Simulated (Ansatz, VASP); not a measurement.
# V: VASP beside Ansatz

INCAR

```
PREC     = Accurate       # precision mode
ENCUT    = 500            # plane-wave cutoff, eV
EDIFF    = 1E-6           # SCF threshold, eV
ISMEAR   = -1             # smearing method
SIGMA    = 0.05           # smearing width, eV
LREAL    = F              # projectors in reciprocal space
LASPH    = T              # aspherical terms in the spheres
NELM     = 200            # most SCF steps
ALGO     = Normal         # electronic algorithm
ISIF     = 2              # what is computed and relaxed
LWAVE    = F              # write WAVECAR
LCHARG   = F              # write CHGCAR
ISPIN    = 2              # spin polarisation
MAGMOM   = 2              # initial moments
LORBIT   = 11             # projections on sites
LMAXMIX  = 4              # l up to which the mixer works
GGA      = PE             # functional
NBANDS   = 16             # bands
GGA_COMPAT= F
```

KPOINTS

```
Automatic mesh
0
Gamma
  11 12 12
```

Contents of POSCAR:

```
V
1.0
   -0.1245450000      2.0439480000      1.8425580000
    1.8725750000     -0.0160130000      1.7366040000
    1.8417690000      1.9068480000      0.0117420000
V
1
Direct
   -0.0139010000     -0.0168250000      0.0182070000
```

File input.yaml:

```yaml
crystal:
  lattice:
    - [-0.124545, 2.043948, 1.842558]
    - [1.872575, -0.016013, 1.736604]
    - [1.841769, 1.906848, 0.011742]
  atoms:
    - { symbol: V, position: [-0.013901, -0.016825, 0.018207], spin: 2.0 }
kpoints:
  mp_grid: { grid: [11, 12, 12] }
scf:
  occupations: { method: fermi_dirac, width: 0.05 }
hamiltonian:
  xc: pbe
  pseudopotentials: { kind: all_electron, lapw: { basis_error: 0.001 } }
magnetization:
  spin_polarized: true
output:
  forces: true
  stress: true
  eigenvalues: true
  populations: true
```

Change from the starting cell: cell strained at random at fixed volume.

Alike in both runs: task single point; functional PBE; k mesh 11 × 12 × 12; occupations fermi-dirac, width 0.05 eV; collinear spin.

|  | VASP | Ansatz |
| --- | --- | --- |
| version | VASP 6.6.1 | Ansatz 0.2.0 |
| potentials or method | VASP PAW PBE potentials, release 64 (V_sv), cutoff 500 eV | all-electron LAPW, scalar-relativistic |

```tsv
	VASP	Ansatz	Ansatz less VASP
gap on the k mesh at the Fermi level (eV)	none	none	-
pressure (GPa)	3.6	3.5	-0.10
traceless stress, the component that is largest in VASP (GPa)	-11.03	-11.06	-0.029
net moment per atom (μB)	0.00	0.00	0.000
```

A gap of «none» marks a metal or a gap that the smearing closes. Ansatz ran all-electron here, and VASP with PAW potentials.
